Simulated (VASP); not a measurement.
Write the native input for VASP 6.6.1 that does the following.

* Task: single point
* Functional: LDA
* Potentials or basis: VASP PAW LDA potentials, release 64 (Au)
* Cutoff: 520 eV
* k mesh: 12 × 12 × 12
* Occupations: fermi-dirac, width 0.1 eV
* Spin: no spin polarisation
* Dipole correction: no
* Further INCAR settings: ALGO = Normal; EDIFF = 1e-06; NBANDS = 18

The structure of Au lies in POSCAR:

```
Au
1.0
    0.0000000000      2.2801940117      2.2801940117
    2.2801940117      0.0000000000      2.2801940117
    2.2801940117      2.2801940117      0.0000000000
Au
2
Direct
   -0.1250000000     -0.1250000000     -0.1250000000
    0.1250000000      0.1250000000      0.1250000000
```

This isn't the form of Au at room conditions, which is fcc.

The input as run:

INCAR

```
SYSTEM = Au
  PREC = Accurate
  ENCUT = 520
  EDIFF = 1E-6
  ISMEAR = -1
  SIGMA = 0.1
  LREAL = .FALSE.
  LASPH = .TRUE.
  NELM = 100
  ALGO = Normal
  ISIF = 2
  LWAVE = .FALSE.
  LCHARG = .FALSE.
  NBANDS = 18
```

KPOINTS

```
regular mesh
0
G
  12 12 12
  0 0 0
```

Potentials or basis: VASP PAW LDA potentials, release 64 (Au).

The run is started by

```console
$ cat potpaw_LDA.64/Au/POTCAR > POTCAR
$ mpirun -np 1 vasp_std > vasp.out
```

It gave:

* Pressure: 482.5 GPa
* Band gap on the k mesh: zero (bands 11 and 12 overlap by 0.83 eV)

Caveat: the cell stands under pressure; spin-orbit coupling is left out, which moves the levels of the heavy elements.

Wall time 15 s on 1 thread of Intel Xeon 8259CL (shared host), peak memory 0.14 GiB.
